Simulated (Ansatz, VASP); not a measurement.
## MoN2 in VASP and in Ansatz

INCAR

```
SYSTEM = MoN2
PREC = Accurate ; ENCUT = 520
EDIFF = 1E-6 ; ISMEAR = 0
SIGMA = 0.15 ; LREAL = .False.
LASPH = .True. ; NELM = 100
ALGO = Normal ; ISIF = 2
LWAVE = .False. ; LCHARG = .True.
GGA = PE ; LELF = .True.
LVHAR = .True. ; NBANDS = 33
```

Contents of KPOINTS:

```
Automatic mesh
0
Gamma
  12 12 18
  0 0 0
```

The input POSCAR:

```
MoN2
1.0
    3.6831026552      0.0000000000      0.0000000000
    0.0000000000      4.9830212394      0.0000000000
    0.0000000000      0.0000000000      2.7518917152
Mo N
2 4
Direct
    0.5000000000      0.5000000000      0.0000000000
    0.0000000000      0.0000000000      0.0000000000
    0.8879039728      0.3879039728      0.5000000000
    0.1120960272      0.6120960272      0.5000000000
    0.3879039728      0.1120960272      0.5000000000
    0.6120960272      0.8879039728      0.5000000000
```

Input for Ansatz:

```yaml
crystal:
  lattice:
    - [3.6831026552, 0.0, 0.0]
    - [0.0, 4.9830212394, 0.0]
    - [0.0, 0.0, 2.7518917152]
  atoms:
    - { symbol: Mo, position: [0.5, 0.5, 0.0] }
    - { symbol: Mo, position: [0.0, 0.0, 0.0] }
    - { symbol: "N", position: [0.8879039728, 0.3879039728, 0.5] }
    - { symbol: "N", position: [0.1120960272, 0.6120960272, 0.5] }
    - { symbol: "N", position: [0.3879039728, 0.1120960272, 0.5] }
    - { symbol: "N", position: [0.6120960272, 0.8879039728, 0.5] }
basis:
  ecutwfc: 420
kpoints:
  mp_grid: { grid: [12, 12, 18] }
hamiltonian:
  xc: pbe
scf:
  occupations: { method: gaussian, width: 0.15 }
output:
  forces: true
  stress: true
  eigenvalues: true
```

Change from the starting cell: strain -0.1500 x Voigt [1, -1, 0, 0, 0, 0], atoms carried along.

Alike in both runs: task single point; functional PBE; k mesh 12 × 12 × 18; occupations gaussian, width 0.15 eV; no spin polarisation.

```csv
,VASP,Ansatz
version,VASP 6.6.1,Ansatz 0.2.0
potentials or method,"VASP PAW PBE potentials, release 64 (Mo_sv, N), cutoff 520 eV","scalar-relativistic, plane waves, PAW"
valence electrons in the cell,48,48
```

```tsv
	VASP	Ansatz	Ansatz less VASP
gap on the k mesh at the Fermi level (eV)	none	none	-
pressure (GPa)	30.1	29.5	-0.67
traceless stress, the component that is largest in VASP (GPa)	65.73	65.51	-0.219
rms of the force components (eV/Å)	0.630	0.669	+0.0389
```

Atom by atom the forces differ by 0.045 eV/Å (rms over components). A gap of «none» marks a metal or a gap that the smearing closes. Both programs put the cell under a high pressure, so it lies far from rest at this level.
